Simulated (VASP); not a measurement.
Here is a VASP 6.6.1 calculation.

The input INCAR:

```
ALGO = Normal ; DIPOL = 0.5 0.5 0.356
EDIFF = 1E-7 ; EDIFFG = -0.003
ENCUT = 520 ; GGA = PE
GGA_COMPAT = False ; IBRION = 2
IDIPOL = 3 ; ISIF = 2
ISMEAR = 0 ; IVDW = 12
LASPH = True ; LCHARG = False
LDIPOL = True ; LREAL = False
LWAVE = False ; NELM = 120
NELMDL = -8 ; NELMIN = 4
NSW = 40 ; PREC = Accurate
SIGMA = 0.1
```

Contents of KPOINTS:

```
k-points
0
Gamma
  15 15 1
```

POSCAR

```
C
1.0
    2.4657005714      0.0000000000      0.0000000000
   -1.2328502857      2.1353593330      0.0000000000
    0.0000000000      0.0000000000     17.5000000000
C
4
Selective dynamics
Direct
    0.3333333333      0.6666666667      0.2571429199  F F F
    0.6666666667      0.3333333333      0.2571427433  F F T
    0.6666666667      1.3333333333      0.4546452062  F F T
    1.0000000000      1.0000000000      0.4546452061  F F T
```

Potentials or basis: VASP PAW PBE potentials, release 64 (C).

Command:

```sh
$ cat potpaw_PBE.64/C/POTCAR > POTCAR
$ mpirun -np 1 vasp_std > vasp.out
```

Question: Predict the band gap on the k mesh.

Answer: Zero (filled and empty bands touch).

Question: What does it give for the dispersion energy per atom?

Answer: -0.119 eV.

Question: Predict the energy gained by relaxing.

Answer: 0.1 meV/atom.

Final structure:
```
CELL_PARAMETERS angstrom
2.46570 0.00000 0.00000
-1.23285 2.13536 0.00000
0.00000 0.00000 17.50000
ATOMIC_POSITIONS crystal
C 0.33333 0.66667 0.25714
C 0.66667 0.33333 0.25718
C 0.66667 0.33333 0.45124
C 0.00000 0.00000 0.45127
```
